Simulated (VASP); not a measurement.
Crystal: Bi2Te3 (Tellurobismuthite).

```xyz
5
Lattice="2.1930 1.2661 10.1657 -2.1930 1.2661 10.1657 0.0000 -2.5323 10.1657" Properties=species:S:1:pos:R:3 pbc="T T T"
Bi    0.0000    0.0000   18.2982
Bi    0.0000    0.0000   12.1988
Te    0.0000    0.0000   24.1079
Te    0.0000    0.0000    6.3891
Te    0.0000    0.0000    0.0000
```

Base run:

- Program: VASP 6.6.1
- Functional: PBE
- Potentials or basis: VASP PAW PBE potentials, release 64 (Bi_d, Te)
- Cutoff: 520 eV
- k mesh: 4 × 4 × 4
- Occupations: fermi-dirac, width 0.03 eV
- Spin: no spin polarisation

Its results: band gap on the k mesh 0.29 eV, direct; pressure 1.8 GPa; largest force 0.050 eV/Å.

Q: The run is repeated on the same cell with these changes: functional from PBE to PBEsol; further incar settings from ALGO = Normal; EDIFF = 1e-07; NBANDS = 32 to ALGO = Normal; EDIFF = 1e-06; NBANDS = 32. What comes out?

A: Band gap on the k mesh 0.23 eV, direct; pressure -0.6 GPa; largest force 0.117 eV/Å.

Caveats: spin-orbit coupling is left out, which moves the levels of the heavy elements; the PAW data sets were made with another functional, which shifts forces and pressure a little (some runs).

A k mesh can miss the band edges.
